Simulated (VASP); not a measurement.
# CuO in VASP: settings compared, part 2 of 2

VASP 6.6.1. The steps go on from the part before.

**3. Single point, PBE (atoms moved at random)**

The input, INCAR:

```
SYSTEM = CuO
  PREC = Accurate
  ENCUT = 520
  EDIFF = 1E-7
  ISMEAR = -1
  SIGMA = 0.05
  LREAL = .False.
  LASPH = .True.
  NELM = 60
  ALGO = Normal
  ISIF = 2
  LWAVE = .False.
  LCHARG = .True.
  GGA = PE
  LELF = .True.
  LVHAR = .True.
  NBANDS = 25
```

The input, KPOINTS:

```
Automatic mesh
0
Gamma
  8 8 6
  0 0 0
```

The input, POSCAR:

```
CuO
1.0
    3.1754955000      0.0000000000      0.0000000000
    0.0000000000      3.1754955000      0.0000000000
    0.0000000000      0.0000000000      4.6495318700
Cu O
2 2
Direct
   -0.0019590000      0.0009470000     -0.0045530000
    0.4996480000      0.5073270000      0.0017850000
    0.5054960000     -0.0039170000      0.2676500000
   -0.0021780000      0.5003410000      0.7249710000
```

Potentials or basis: VASP PAW PBE potentials, release 64 (Cu, O).

On the command line:

```bash
> cat potpaw_PBE.64/Cu/POTCAR potpaw_PBE.64/O/POTCAR > POTCAR
> mpirun -np 1 vasp_std > vasp.out
```

OUTCAR:

```text
SYSTEM = CuO
   PREC = Accurate
   ENCUT = 520
   EDIFF = 1E-7
   ISMEAR = -1
   LREAL = .False.
   LASPH = .True.
   NELM = 60
   ISIF = 2
   GGA = PE

 ion  position               nearest neighbor table
   1  0.998  0.001  0.995-   3 2.01   4 2.02   4 2.03   3 2.05   2 2.23   2 2.23   2 2.26   2 2.26

   2  0.500  0.507  0.002-   3 1.98   4 2.04   3 2.04   4 2.05   1 2.23   1 2.23   1 2.26   1 2.26

   3  0.505  0.996  0.268-   2 1.98   1 2.01   2 2.04   1 2.05
   4  0.998  0.500  0.725-   1 2.02   1 2.03   2 2.04   2 2.05

  LATTYP: Found a simple tetragonal cell.
 ALAT       =     3.1754955000
 C/A-ratio  =     1.4641909806

  Lattice vectors:

 A1 = (   3.1754955000,   0.0000000000,   0.0000000000)
 A2 = (   0.0000000000,   3.1754955000,   0.0000000000)
 A3 = (   0.0000000000,   0.0000000000,   4.6495318700)

Analysis of symmetry for initial positions (statically):
=====================================================================
 Subroutine PRICEL returns:
 Original cell was already a primitive cell.

 Routine SETGRP: Setting up the symmetry group for a
 simple tetragonal supercell.

 Subroutine GETGRP returns: Found  1 space group operations
 (whereof  1 operations were pure point group operations)
 out of a pool of 16 trial point group operations.

The static configuration has the point symmetry C_1 .

Analysis of symmetry for dynamics (positions and initial velocities):
=====================================================================
 Subroutine PRICEL returns:
 Original cell was already a primitive cell.

 Routine SETGRP: Setting up the symmetry group for a
 simple tetragonal supercell.

 Subroutine GETGRP returns: Found  1 space group operations
 (whereof  1 operations were pure point group operations)
 out of a pool of 16 trial point group operations.

The dynamic configuration has the point symmetry C_1 .

 Subroutine INISYM returns: Found  1 space group operations
 (whereof  1 operations are pure point group operations),
 and found     1 'primitive' translations

----------------------------------------------------------------------------------------

                                     Primitive cell

  volume of cell :      46.8848

  direct lattice vectors                    reciprocal lattice vectors
     3.175495500  0.000000000  0.000000000     0.314911484  0.000000000  0.000000000
     0.000000000  3.175495500  0.000000000     0.000000000  0.314911484  0.000000000
     0.000000000  0.000000000  4.649531870     0.000000000  0.000000000  0.215075416

  length of vectors
     3.175495500  3.175495500  4.649531870     0.314911484  0.314911484  0.215075416

  position of ions in fractional coordinates (direct lattice)
     0.998041000  0.000947000  0.995447000
     0.499648000  0.507327000  0.001785000
     0.505496000  0.996083000  0.267650000
     0.997822000  0.500341000  0.724971000

  ion indices of the primitive-cell ions
   primitive index   ion index
                 1           1
                 2           2
                 3           3
                 4           4

----------------------------------------------------------------------------------------

 KPOINTS: Automatic mesh

Automatic generation of k-mesh.
 Grid dimensions read from file:
 generate k-points for:    8    8    6

 Generating k-lattice:

  Cartesian coordinates                     Fractional coordinates (reciprocal lattice)
     0.039363935  0.000000000  0.000000000     0.125000000  0.000000000  0.000000000
     0.000000000  0.039363935  0.000000000     0.000000000  0.125000000  0.000000000
     0.000000000  0.000000000  0.035845903     0.000000000  0.000000000  0.166666667

  Length of vectors
     0.039363935  0.039363935  0.035845903

  Shift w.r.t. Gamma in fractional coordinates (k-lattice)
     0.000000000  0.000000000  0.000000000

 Subroutine IBZKPT returns following result:
 ===========================================

 Found    196 irreducible k-points:

 Following reciprocal coordinates:
            Coordinates               Weight
  0.000000  0.000000  0.000000      1.000000
  0.125000  0.000000  0.000000      2.000000
  0.000000  0.125000  0.000000      2.000000
  0.250000  0.000000  0.000000      2.000000
  0.000000  0.250000  0.000000      2.000000
  0.375000  0.000000  0.000000      2.000000
[... 16 lines left out ...]
 -0.250000  0.250000  0.000000      2.000000
  0.375000  0.250000  0.000000      2.000000
 [... further k-points ...]
   k-points           NKPTS =    196   k-points in BZ     NKDIM =    196   number of bands    NBANDS=     25
   number of dos      NEDOS =    301   number of ions     NIONS =      4
   total plane-waves  NPLWV =  20736
   dimension x,y,z NGX =    24 NGY =   24 NGZ =   36
   dimension x,y,z NGXF=    48 NGYF=   48 NGZF=   72
   ions per type =               2   2
   NGX,Y,Z   is equivalent  to a cutoff of  12.56, 12.56, 12.87 a.u.
   NGXF,Y,Z  is equivalent  to a cutoff of  25.13, 25.13, 25.74 a.u.
 SYSTEM =  CuO
   PREC   = accura    normal or accurate (medium, high low for compatibility)
   ISTART =      0    job   : 0-new  1-cont  2-samecut
   ICHARG =      2    charge: 1-file 2-atom 10-const
   ISPIN  =      1    spin polarized calculation?
   LNONCOLLINEAR =      F non collinear calculations
   LSORBIT =      F    spin-orbit coupling
   LASPH  =      T    aspherical Exc in radial PAW
   ENCUT  =  520.0 eV  38.22 Ry    6.18 a.u.   5.90  5.90  8.65*2*pi/ulx,y,z
   NELM   =     60;   NELMIN=  2; NELMDL= -5     # of ELM steps
   EDIFF  = 0.1E-06   stopping-criterion for ELM
   LREAL  =      F    real-space projection
   EDIFFG = 0.1E-05   stopping-criterion for IOM
   NSW    =      0    number of steps for IOM
   IBRION =     -1    ionic relax: 0-MD 1-quasi-New 2-CG
   NFREE  =      0    steps in history (QN), initial steepest desc. (CG)
   ISIF   =      2    stress and relaxation
   ISYM   =      2    0-nonsym 1-usesym 2-fastsym
   POTIM  = 0.5000    time-step for ionic-motion
   TEBEG  =    0.0;   TEEND  =   0.0 temperature during run
   PSTRESS=    0.0 pullay stress
   NELECT =      34.0000    total number of electrons
   NUPDOWN=      -1.0000    fix difference up-down
   EMIN   =  10.00;   EMAX   =-10.00  energy-range for DOS
   EFERMI =   0.00;   METHOD = LEGACY
   ISMEAR =    -1;   SIGMA  =   0.05  broadening in eV -4-tet -1-fermi 0-gaus
   EFERMI_NEDOS =   21; number of points for ismear=-14 and -15
   IALGO  =     38    algorithm
   IMIX   =      4    mixing-type and parameters
     AMIX     =   0.40;   BMIX     =  1.00
     AMIX_MAG =   1.60;   BMIX_MAG =  1.00
  volume/ion in A,a.u.               =      11.72        79.10
  Fermi-wavevector in a.u.,A,eV,Ry     =   1.470812  2.779431 29.433305  2.163287
  Thomas-Fermi vector in A             =   2.586023
   LORBIT       =      0    0 simple, 1 ext, 2 COOP (PROOUT), +10 PAW based schemes
   GGA     = PE    functional components
   LHFCALC =     F    Hartree Fock is set to
   AEXX    =    0.0000 exact exchange contribution
   IVDW    =     0    specifies the selected vdW correction
   LEPSILON=     F    determine dielectric tensor
   LRPA    =     F    only Hartree local field effects (RPA)
 non-spin polarized calculation
  energy-cutoff  :      520.00
  volume of cell :       46.88
 maximum number of plane-waves:      1288
   NGX = 11   NGY = 11   NGZ = 17

 number of electron      34.0000019 magnetization

 Free energy of the ion-electron system (eV)
  ---------------------------------------------------
  ext. energy  EPLUGINS =         0.00000000
  ---------------------------------------------------
  free energy    TOTEN  =       -16.09160648 eV

  energy without entropy =      -16.03427510  energy(sigma->0) =      -16.06294079

 E-fermi :   3.0655     XC(G=0): -10.7631

 val. band max:        3.0652477437   @ k =  -0.2500  -0.1250   0.3333
 cond. band min:       3.0675535222   @ k =  -0.3750  -0.2500   0.3333
 fundamental gap:      0.0023057785
 Fermi energy:         3.0654827357

 k-point     1 :       0.0000    0.0000    0.0000
  band No.  band energies     occupation
      1     -15.3546      2.00000
      2     -14.5393      2.00000
      3      -3.2895      2.00000
      4      -2.2683      2.00000
      5      -1.7648      2.00000
      6      -1.6970      2.00000
[... 17 lines left out ...]
     24      15.4311      0.00000
     25      18.1657      0.00000
[... 621 lines left out ...]
      3      -2.6985      2.00000
      4      -2.0727      2.00000
      5      -1.5861      2.00000
      6      -1.1595      2.00000
[... 17 lines left out ...]
     24      16.3094      0.00000
     25      17.5486      0.00000

 [... further k-points ...]
[... 5 lines left out ...]
  --------------------------------------------------------------------------------------
  -------------------------------------------------------------------------------------
  Total        8.4079419      8.3490131     -2.8421956      0.0087983      0.1030055     -0.0816386
  in kB      287.3214519    285.3077008    -97.1252850      0.3006596      3.5199675     -2.7898047
  external PRESSURE =     158.5012892 kB  Pullay stress =       0.0000000 kB

 VOLUME and BASIS-vectors are now :
 -----------------------------------------------------------------------------
  energy-cutoff  :      520.00
  volume of cell :       46.88
      direct lattice vectors                 reciprocal lattice vectors
     3.175495500  0.000000000  0.000000000     0.314911484  0.000000000  0.000000000
     0.000000000  3.175495500  0.000000000     0.000000000  0.314911484  0.000000000
     0.000000000  0.000000000  4.649531870     0.000000000  0.000000000  0.215075416

 POSITION                                       TOTAL-FORCE (eV/Angst)
 -----------------------------------------------------------------------------------
      3.16927      0.00301      4.62836         0.109549      0.195025     -0.249956
      1.58663      1.61101      0.00830        -0.052694     -0.341304      0.073242
      1.60520      3.16306      1.24445        -0.065754      0.118437     -0.942941
      3.16858      1.58883      3.37078         0.008898      0.027842      1.119654
 -----------------------------------------------------------------------------------
    total drift:                                0.001201     -0.002270     -0.000352

  FREE ENERGIE OF THE ION-ELECTRON SYSTEM (eV)
  ---------------------------------------------------
  free  energy   TOTEN  =       -16.0916064804 eV

  energy  without entropy=      -16.0342751026  energy(sigma->0) =      -16.06294079
```

OSZICAR:

```text
N       E                     dE             d eps       ncg     rms          rms(c)
DAV:   1     0.310136775048E+03    0.31014E+03   -0.16583E+04 10224   0.207E+03
DAV:   2     0.180787914906E+02   -0.29206E+03   -0.27109E+03  9994   0.397E+02
DAV:   3    -0.214644066264E+02   -0.39543E+02   -0.36896E+02 11982   0.160E+02
[... 11 lines left out ...]
DAV:  15    -0.160916085976E+02   -0.17485E-04   -0.73165E-05 14459   0.289E-01    0.144E-02
DAV:  16    -0.160916063980E+02    0.21996E-05   -0.10674E-05 14786   0.109E-01    0.321E-03
DAV:  17    -0.160916065625E+02   -0.16449E-06   -0.18974E-06 13853   0.197E-02    0.135E-03
DAV:  18    -0.160916064607E+02    0.10180E-06   -0.19382E-07  9424   0.112E-02    0.555E-04
DAV:  19    -0.160916064804E+02   -0.19744E-07   -0.77949E-08  5893   0.526E-03
   1 F= -.16091606E+02 E0= -.16062941E+02  d E =-.573314E-01
```

stdout:

```text
POSCAR found type information on POSCAR CuO
 POSCAR found :  2 types and       4 ions
 scaLAPACK will be used
 LDA part: xc-table for (Slater+PW92), standard interpolation
 POSCAR, INCAR and KPOINTS ok, starting setup
 FFT: planning ... GRIDC
 FFT: planning ... GRID_SOFT
 FFT: planning ... GRID
 WAVECAR not read
 entering main loop
```

Wall time 4.3 min (1 thread of Intel Xeon Platinum 8259CL at 2.50GHz (Skylake/Cascade Lake), shared host); peak memory 0.3 GiB.

Results:

| Item | Value |
| --- | --- |
| Free energy | -16.0916 eV |
| Pressure | 15.9 GPa |
| Largest force | 1.120 eV/Å |
| Band gap on the k mesh | zero (bands 17 and 18 overlap by 0.81 eV) |

Forces on the atoms (eV/Å):
```
Cu   0.110  0.195 -0.250
Cu  -0.053 -0.341  0.073
O   -0.066  0.118 -0.943
O    0.009  0.028  1.120
```

Caveat: the cell differs from its parent crystal (atoms moved at random); the stress differs along the axes, from -10 to 29 GPa; semilocal functionals often make such compounds metallic where correlation or magnetic order opens a gap, which also shifts bond lengths; forces of over 1 eV/Å act on the atoms, so gaps and moduli don't describe the material at rest.

The gap in the log of VASP goes by the Fermi energy; the results here count the filled bands.